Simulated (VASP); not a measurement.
Crystal: Ge2Sb2Te5.

```
Ge Sb Te
1.0
     4.29406    0.00000    0.00000
    -2.14703    3.71877    0.00000
     0.00000    0.00000   17.10135
Ge Sb Te
2 2 5
Cartesian
  0.0000 2.4792 15.3417
  2.1470 1.2396 1.7596
  0.0000 0.0000 11.6278
  0.0000 0.0000 5.4736
  0.0000 0.0000 0.0000
  2.1470 1.2396 13.6547
  0.0000 2.4792 3.4466
  0.0000 2.4792 9.9206
  2.1470 1.2396 7.1807
```

| Quantity | Value |
| --- | --- |
| Program | VASP 6.6.1 |
| Task | relaxation of cell and atoms |
| Functional | PBE |
| Dispersion | D3(BJ) |
| Potentials or basis | VASP PAW PBE potentials, release 64 (Ge_d, Sb, Te) |
| Cutoff | 600 eV |
| k mesh | 6 × 6 × 2 |
| Occupations | fermi-dirac, width 0.02 eV |
| Spin | no spin polarisation |

At the start: pressure -1.4 GPa; volume 30.34 Å³/atom.

Problem. Where does the relaxation end?

Solution. Over 26 steps the energy falls by 7.3 meV/atom and the volume is 29.10 Å³/atom (-4.1 %); space group P-3m1 (No. 164, to 0.05 Å).

The path:
```
step  energy change (eV)  largest force (eV/Å)  pressure (GPa)  volume (Å³)
   1              0.0000                0.0807           -1.41       273.09
   2             -0.0517                0.1931            0.05       262.69
   3             -0.0518                0.1867            0.01       262.94
   4             -0.0577                0.1073            0.05       262.11
   5             -0.0601                0.1149            0.12       261.11
   6             -0.0623                0.0737           -0.07       261.85
   7             -0.0627                0.0589           -0.20       262.43
   8             -0.0641                0.0350           -0.10       261.89
   9             -0.0645                0.0344           -0.01       261.45
  10             -0.0646                0.0274            0.01       261.35
  11             -0.0648                0.0184            0.06       261.09
  12             -0.0649                0.0229            0.02       261.28
  13             -0.0650                0.0303           -0.02       261.54
  14             -0.0651                0.0235           -0.02       261.58
  15             -0.0654                0.0198           -0.02       261.70
  16             -0.0653                0.0608            0.01       261.94
  17             -0.0655                0.0350            0.00       261.79
  18             -0.0656                0.0264           -0.01       261.84
  19             -0.0657                0.0087           -0.02       261.95
  20             -0.0657                0.0088           -0.01       261.96
  21             -0.0657                0.0102           -0.02       261.97
  22             -0.0657                0.0096           -0.02       261.96
  23             -0.0657                0.0045            0.03       261.80
  24             -0.0657                0.0058            0.01       261.84
  25             -0.0657                0.0054            0.01       261.83
  26             -0.0657                0.0023           -0.01       261.89
```

Final structure:
```
Ge Sb Te
1.0
     4.22968    0.00000    0.00000
    -2.11484    3.66301    0.00000
     0.00000    0.00000   16.90372
Ge Sb Te
2 2 5
Direct
  0.33333 0.66667 0.89927
  0.66667 0.33333 0.10073
  0.00000 0.00000 0.68255
  0.00000 0.00000 0.31745
  0.00000 0.00000 0.00000
  0.66667 0.33333 0.80133
  0.33333 0.66667 0.19867
  0.33333 0.66667 0.58039
  0.66667 0.33333 0.41961
```
